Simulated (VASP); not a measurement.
CaSe, 2 atoms in the cell. The structure is cubic, space group Fm-3m (No. 225). The conventional cell has a = 5.935 Å, b = 5.935 Å, c = 5.935 Å, α = 90.00°, β = 90.00°, γ = 90.00°. Ca (site symmetry m-3m) has 6 Se at 2.97 Å within 3.9 Å. Se (site symmetry m-3m) has 6 Ca at 2.97 Å within 3.9 Å. 

* Program: VASP 6.6.1
* Task: single point
* Functional: r2SCAN
* Potentials or basis: VASP PAW PBE potentials, release 64 (Ca_sv, Se)
* Cutoff: 520 eV
* k mesh: 6 × 6 × 6
* Occupations: gaussian, width 0.01 eV
* Spin: no spin polarisation
* Dipole correction: no
* Further INCAR settings: ALGO = Normal; EDIFF = 1e-06; NBANDS = 15

Potentials or basis: VASP PAW PBE potentials, release 64 (Ca_sv, Se).

Command:

```console
$ cat potpaw_PBE.64/Ca_sv/POTCAR potpaw_PBE.64/Se/POTCAR > POTCAR
$ cp INCAR.step1 INCAR
$ mpirun -np 1 vasp_std > vasp.out
$ cp INCAR.step2 INCAR
$ mpirun -np 1 vasp_std > vasp.out
```

Hardware: 1 thread of Intel(R) Xeon(R) 6975P-C (Granite Rapids), on a shared host.

**Question.** Estimate the wall time of this run.

**Answer.** Run time: 24 s on 1 thread of Intel(R) Xeon(R) 6975P-C (Granite Rapids) (shared host), peak memory 0.19 GiB. Counts: k points 16.
